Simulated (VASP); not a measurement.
# InOs (P-6m2) in VASP: further runs

The runs below take InOs through single point, with PBE.

All numbers are computed with VASP 6.6.1; they aren't measurements. Logs are shortened: lines on timing, memory, paths and dates and some standing lists are left out, and cuts for length are marked.

## (1) The cell of the first run

The structure is hexagonal, space group P-6m2 (No. 187). Conventional cell: a = 3.038 Å, b = 3.038 Å, c = 4.351 Å, α = 90.00°, β = 90.00°, γ = 120.00°. In (site symmetry -6m2) has 6 Os at 2.79 Å and 6 In at 3.04 Å within 3.7 Å. Within 3.7 Å of Os (site symmetry -6m2) lie 6 In at 2.79 Å and 6 Os at 3.04 Å.

## (2) Single point, PBE

Contents of INCAR:

```
  ALGO = Normal
  EDIFF = 1E-6
  ENCUT = 520
  GGA = PE
  ISIF = 2
  ISMEAR = 0
  LASPH = T
  LCHARG = F
  LREAL = F
  LWAVE = F
  NBANDS = 18
  NELM = 80
  PREC = Accurate
  SIGMA = 0.1
```

Contents of KPOINTS:

```
k-points
0
Gamma
  6 6 4
```

Contents of POSCAR:

```
InOs
1.0
    3.0380969091      0.0000000000      0.0000000000
   -1.5190484545      2.6310691024      0.0000000000
    0.0000000000      0.0000000000      4.3506212377
In Os
1 1
Direct
    0.0000000000      0.0000000000      0.0000000000
    0.3333333333      0.6666666667      0.5000000000
```

Potentials or basis: VASP PAW PBE potentials, release 64 (In_d, Os).

Run with:

```
$ cat potpaw_PBE.64/In_d/POTCAR potpaw_PBE.64/Os/POTCAR > POTCAR
$ mpirun -np 1 vasp_std > vasp.out
```

OUTCAR:

```text
EDIFF = 1E-6
   ENCUT = 520
   GGA = PE
   ISIF = 2
   ISMEAR = 0
   LASPH = T
   LREAL = F
   NELM = 80
   PREC = Accurate

 ion  position               nearest neighbor table
   1  0.000  0.000  0.000-   2 2.79   2 2.79   2 2.79   2 2.79   2 2.79   2 2.79
   2  0.333  0.667  0.500-   1 2.79   1 2.79   1 2.79   1 2.79   1 2.79   1 2.79

  LATTYP: Found a hexagonal cell.
 ALAT       =     3.0380969091
 C/A-ratio  =     1.4320218768

  Lattice vectors:

 A1 = (   3.0380969091,   0.0000000000,   0.0000000000)
 A2 = (  -1.5190484545,   2.6310691024,   0.0000000000)
 A3 = (   0.0000000000,   0.0000000000,   4.3506212377)

Analysis of symmetry for initial positions (statically):
=====================================================================
 Subroutine PRICEL returns:
 Original cell was already a primitive cell.

 Routine SETGRP: Setting up the symmetry group for a
 hexagonal supercell.

 Subroutine GETGRP returns: Found 12 space group operations
 (whereof 12 operations were pure point group operations)
 out of a pool of 24 trial point group operations.

The static configuration has the point symmetry D_3h.

Analysis of symmetry for dynamics (positions and initial velocities):
=====================================================================
 Subroutine PRICEL returns:
 Original cell was already a primitive cell.

 Routine SETGRP: Setting up the symmetry group for a
 hexagonal supercell.

 Subroutine GETGRP returns: Found 12 space group operations
 (whereof 12 operations were pure point group operations)
 out of a pool of 24 trial point group operations.

The dynamic configuration has the point symmetry D_3h.

 Subroutine INISYM returns: Found 12 space group operations
 (whereof 12 operations are pure point group operations),
 and found     1 'primitive' translations

----------------------------------------------------------------------------------------

                                     Primitive cell

  volume of cell :      34.7764

  direct lattice vectors                    reciprocal lattice vectors
     3.038096909  0.000000000  0.000000000     0.329153424  0.190036818  0.000000000
    -1.519048455  2.631069102  0.000000000     0.000000000  0.380073636  0.000000000
     0.000000000  0.000000000  4.350621238     0.000000000  0.000000000  0.229852232

  length of vectors
     3.038096909  3.038096909  4.350621238     0.380073636  0.380073636  0.229852232

  position of ions in fractional coordinates (direct lattice)
     0.000000000  0.000000000  0.000000000
     0.333333333  0.666666667  0.500000000

  ion indices of the primitive-cell ions
   primitive index   ion index
                 1           1
                 2           2

----------------------------------------------------------------------------------------

 KPOINTS: k-points

Automatic generation of k-mesh.
 Grid dimensions read from file:
 generate k-points for:    6    6    4

 Generating k-lattice:

  Cartesian coordinates                     Fractional coordinates (reciprocal lattice)
     0.054858904  0.031672803  0.000000000     0.166666667  0.000000000  0.000000000
     0.000000000  0.063345606  0.000000000     0.000000000  0.166666667  0.000000000
     0.000000000  0.000000000  0.057463058     0.000000000  0.000000000  0.250000000

  Length of vectors
     0.063345606  0.063345606  0.057463058

  Shift w.r.t. Gamma in fractional coordinates (k-lattice)
     0.000000000  0.000000000  0.000000000

 Subroutine IBZKPT returns following result:
 ===========================================

 Found     21 irreducible k-points:

 Following reciprocal coordinates:
            Coordinates               Weight
  0.000000  0.000000  0.000000      1.000000
  0.166667 -0.000000  0.000000      6.000000
  0.333333 -0.000000  0.000000      6.000000
  0.500000 -0.000000  0.000000      3.000000
  0.166667  0.166667  0.000000      6.000000
  0.333333  0.166667  0.000000     12.000000
[... 13 lines left out ...]
  0.333333  0.166667  0.500000     12.000000
  0.333333  0.333333  0.500000      2.000000
   k-points           NKPTS =     21   k-points in BZ     NKDIM =     21   number of bands    NBANDS=     18
   number of dos      NEDOS =    301   number of ions     NIONS =      2
   total plane-waves  NPLWV =  18432
   dimension x,y,z NGX =    24 NGY =   24 NGZ =   32
   dimension x,y,z NGXF=    48 NGYF=   48 NGZF=   64
   ions per type =               1   1
   NGX,Y,Z   is equivalent  to a cutoff of  13.13, 13.13, 12.23 a.u.
   NGXF,Y,Z  is equivalent  to a cutoff of  26.27, 26.27, 24.46 a.u.
 SYSTEM =  unknown system
   PREC   = accura    normal or accurate (medium, high low for compatibility)
   ISTART =      0    job   : 0-new  1-cont  2-samecut
   ICHARG =      2    charge: 1-file 2-atom 10-const
   ISPIN  =      1    spin polarized calculation?
   LNONCOLLINEAR =      F non collinear calculations
   LSORBIT =      F    spin-orbit coupling
   LASPH  =      T    aspherical Exc in radial PAW
   ENCUT  =  520.0 eV  38.22 Ry    6.18 a.u.   5.65  5.65  8.09*2*pi/ulx,y,z
   NELM   =     80;   NELMIN=  2; NELMDL= -5     # of ELM steps
   EDIFF  = 0.1E-05   stopping-criterion for ELM
   LREAL  =      F    real-space projection
   EDIFFG = 0.1E-04   stopping-criterion for IOM
   NSW    =      0    number of steps for IOM
   IBRION =     -1    ionic relax: 0-MD 1-quasi-New 2-CG
   NFREE  =      0    steps in history (QN), initial steepest desc. (CG)
   ISIF   =      2    stress and relaxation
   ISYM   =      2    0-nonsym 1-usesym 2-fastsym
   POTIM  = 0.5000    time-step for ionic-motion
   TEBEG  =    0.0;   TEEND  =   0.0 temperature during run
   PSTRESS=    0.0 pullay stress
   NELECT =      21.0000    total number of electrons
   NUPDOWN=      -1.0000    fix difference up-down
   EMIN   =  10.00;   EMAX   =-10.00  energy-range for DOS
   EFERMI =   0.00;   METHOD = LEGACY
   ISMEAR =     0;   SIGMA  =   0.10  broadening in eV -4-tet -1-fermi 0-gaus
   EFERMI_NEDOS =   21; number of points for ismear=-14 and -15
   IALGO  =     38    algorithm
   IMIX   =      4    mixing-type and parameters
     AMIX     =   0.40;   BMIX     =  1.00
     AMIX_MAG =   1.60;   BMIX_MAG =  1.00
  volume/ion in A,a.u.               =      17.39       117.34
  Fermi-wavevector in a.u.,A,eV,Ry     =   1.383735  2.614880 26.051376  1.914722
  Thomas-Fermi vector in A             =   2.508305
   LORBIT       =      0    0 simple, 1 ext, 2 COOP (PROOUT), +10 PAW based schemes
   GGA     = PE    functional components
   LHFCALC =     F    Hartree Fock is set to
   AEXX    =    0.0000 exact exchange contribution
   IVDW    =     0    specifies the selected vdW correction
   LEPSILON=     F    determine dielectric tensor
   LRPA    =     F    only Hartree local field effects (RPA)
 non-spin polarized calculation
 Gauss-broadening in eV      SIGMA  =   0.10
  energy-cutoff  :      520.00
  volume of cell :       34.78
 maximum number of plane-waves:       952
 NGX is ok and might be reduce to    24
   NGX = 11   NGY = 11   NGZ = 17

 number of electron      20.9999994 magnetization

 Free energy of the ion-electron system (eV)
  ---------------------------------------------------
  ext. energy  EPLUGINS =         0.00000000
  ---------------------------------------------------
  free energy    TOTEN  =       -12.67233614 eV

  energy without entropy =      -12.66695185  energy(sigma->0) =      -12.66964399

 E-fermi :   9.4868     XC(G=0): -12.5457

 val. band max:        9.4635593704   @ k =   0.0000   0.0000   0.0000
 cond. band min:       9.5820974529   @ k =   0.1667   0.1667   0.2500
 fundamental gap:      0.1185380825
 Fermi energy:         9.4868370370

 k-point     1 :       0.0000    0.0000    0.0000
  band No.  band energies     occupation
      1      -5.3206      2.00000
      2      -5.2291      2.00000
      3      -5.2291      2.00000
      4      -4.7995      2.00000
      5      -4.7995      2.00000
      6      -1.4043      2.00000
[... 10 lines left out ...]
     17      24.4445      0.00000
     18      25.1810      0.00000

 k-point     2 :       0.1667   -0.0000    0.0000
  band No.  band energies     occupation
      1      -5.3283      2.00000
      2      -5.1655      2.00000
      3      -5.0835      2.00000
      4      -4.9029      2.00000
      5      -4.8295      2.00000
      6      -0.7047      2.00000
[... 10 lines left out ...]
     17      24.2761      0.00000
     18      25.5421      0.00000

 k-point     3 :       0.3333   -0.0000    0.0000
  band No.  band energies     occupation
      1      -5.4932      2.00000
      2      -5.1049      2.00000
      3      -4.9170      2.00000
      4      -4.8890      2.00000
      5      -4.7792      2.00000
      6       1.3175      2.00000
[... 10 lines left out ...]
     17      21.6483      0.00000
     18      22.7181      0.00000

 k-point     4 :       0.5000   -0.0000    0.0000
  band No.  band energies     occupation
      1      -5.5781      2.00000
      2      -5.2036      2.00000
      3      -4.9186      2.00000
      4      -4.8022      2.00000
      5      -4.6198      2.00000
      6       3.5115      2.00000
[... 312 lines left out ...]
      4      -4.8699      2.00000
      5      -4.8166      2.00000
      6       1.9331      2.00000
[... 10 lines left out ...]
     17      22.2306      0.00000
     18      23.4971      0.00000

 k-point    20 :       0.3333    0.1667    0.5000
  band No.  band energies     occupation
      1      -5.3617      2.00000
      2      -5.2246      2.00000
      3      -4.9403      2.00000
      4      -4.8789      2.00000
      5      -4.7172      2.00000
      6       3.6430      2.00000
[... 10 lines left out ...]
     17      23.2965      0.00000
     18      23.5400      0.00000

 k-point    21 :       0.3333    0.3333    0.5000
  band No.  band energies     occupation
      1      -5.1538      2.00000
      2      -5.0744      2.00000
      3      -5.0456      2.00000
      4      -5.0235      2.00000
      5      -4.8181      2.00000
      6       4.8756      2.00000
[... 10 lines left out ...]
     17      24.9410      0.00000
     18      26.3928      0.00000

------------------------ aborting loop because EDIFF is reached ----------------------------------------

  FORCE on cell =-STRESS in cart. coord.  units (eV):
  Direction    XX          YY          ZZ          XY          YZ          ZX
  --------------------------------------------------------------------------------------
  -------------------------------------------------------------------------------------
  Total       -0.0065482     -0.0065482     -0.0335903     -0.0000000      0.0000000      0.0000000
  in kB       -0.3016784     -0.3016784     -1.5475287     -0.0000000      0.0000000      0.0000000
  external PRESSURE =      -0.7169618 kB  Pullay stress =       0.0000000 kB

 VOLUME and BASIS-vectors are now :
 -----------------------------------------------------------------------------
  energy-cutoff  :      520.00
  volume of cell :       34.78
      direct lattice vectors                 reciprocal lattice vectors
     3.038096909  0.000000000  0.000000000     0.329153424  0.190036818  0.000000000
    -1.519048455  2.631069102  0.000000000     0.000000000  0.380073636  0.000000000
     0.000000000  0.000000000  4.350621238     0.000000000  0.000000000  0.229852232

 POSITION                                       TOTAL-FORCE (eV/Angst)
 -----------------------------------------------------------------------------------
      0.00000      0.00000      0.00000        -0.000000     -0.000000      0.000000
     -0.00000      1.75405      2.17531         0.000000      0.000000      0.000000
 -----------------------------------------------------------------------------------
    total drift:                               -0.000000      0.000000      0.000000

  FREE ENERGIE OF THE ION-ELECTRON SYSTEM (eV)
  ---------------------------------------------------
  free  energy   TOTEN  =       -12.6723361367 eV

  energy  without entropy=      -12.6669518478  energy(sigma->0) =      -12.66964399
```

Run time: 10 s. Hardware: 1 thread of Intel Xeon Platinum 8488C (Sapphire Rapids), shared host; peak memory 0.15 GiB.

What came out:

| Property | Result |
| --- | --- |
| Free energy | -12.6723 eV |
| Pressure | -0.1 GPa |

Stress tensor (GPa, compression positive):
```
-0.03  0.00  0.00
 0.00 -0.03  0.00
 0.00  0.00 -0.15
```

Levels at points of the mesh, in eV from the Fermi level:
| k point | band 7 | band 8 | band 9 | band 10 | band 11 | band 12 | band 13 | band 14 | band 15 | band 16 |
| --- | --- | --- | --- | --- | --- | --- | --- | --- | --- | --- |
| (0.00, 0.00, 0.00) | -4.35 | -1.86 | -1.86 | -1.50 | -0.02 | -0.02 | 4.27 | 12.25 | 12.76 | 12.76 |
| (0.50, 0.00, 0.00) | -4.15 | -3.70 | -3.17 | -0.43 | 1.33 | 2.78 | 5.48 | 5.60 | 6.09 | 8.14 |
| (0.00, 0.00, 0.50) | -7.63 | -2.55 | -1.69 | -1.69 | -0.13 | -0.13 | 10.42 | 12.53 | 12.53 | 12.58 |
| (0.50, 0.00, 0.50) | -4.60 | -3.08 | -1.30 | -1.23 | -0.20 | 1.35 | 2.97 | 4.43 | 9.61 | 10.58 |

Caveat: the k points lie up to 0.40 Å⁻¹ apart; spin-orbit coupling is left out, which moves the levels of the heavy elements.

## (3) Single point, PBE

This run uses another cell than the first one, of 20.11 Å³/atom, 1.156 times its volume.

Contents of INCAR:

```
ALGO     = Fast           # electronic algorithm
EDIFF    = 1E-7           # SCF threshold, eV
ENCUT    = 520            # plane-wave cutoff, eV
GGA      = PE             # functional
ISIF     = 2              # what is computed and relaxed
ISMEAR   = 0              # smearing method
LASPH    = T              # aspherical terms in the spheres
LCHARG   = F              # write CHGCAR
LREAL    = F              # projectors in reciprocal space
LWAVE    = F              # write WAVECAR
NBANDS   = 18             # bands
NELM     = 60             # most SCF steps
PREC     = Accurate       # precision mode
SIGMA    = 0.1            # smearing width, eV
```

KPOINTS is that of step 2.

Contents of POSCAR:

```
InOs
1.0
    3.1335737200      0.0000000000      0.0000000000
   -1.5667868600      2.7137544500      0.0000000000
    0.0000000000      0.0000000000      4.7290287900
In Os
1 1
Direct
    0.0000000000      0.0000000000      0.0000000000
    0.3333333300      0.6666666700      0.5000000000
```

Potentials or basis: VASP PAW PBE potentials, release 64 (In_d, Os).

Run with:

```
$ cat potpaw_PBE.64/In_d/POTCAR potpaw_PBE.64/Os/POTCAR > POTCAR
$ mpirun -np 1 vasp_std > vasp.out
```

It took 15 s on 1 thread of Intel Xeon Platinum 8488C (Sapphire Rapids), shared host; peak memory 0.15 GiB.

It converged, with:

```yaml
Free_energy: -12.2350 eV
Pressure: -19.2 GPa
```

Stress tensor (GPa, compression positive):
```
-15.46   0.00   0.00
  0.00 -15.46   0.00
  0.00   0.00 -26.81
```

Levels at points of the mesh, in eV from the Fermi level:
```csv
k point,band 8,band 9,band 10,band 11,band 12,band 13
"(0.00, 0.00, 0.00)",-1.70,-1.53,-1.53,0.04,0.04,2.61
"(0.50, 0.00, 0.00)",-3.16,-2.85,-0.39,1.14,2.18,4.51
"(0.00, 0.00, 0.50)",-2.35,-1.45,-1.45,-0.03,-0.03,8.68
"(0.50, 0.00, 0.50)",-2.86,-1.21,-0.85,-0.12,1.15,1.78
```

Caveat: the k points lie up to 0.39 Å⁻¹ apart; spin-orbit coupling is left out, which moves the levels of the heavy elements.
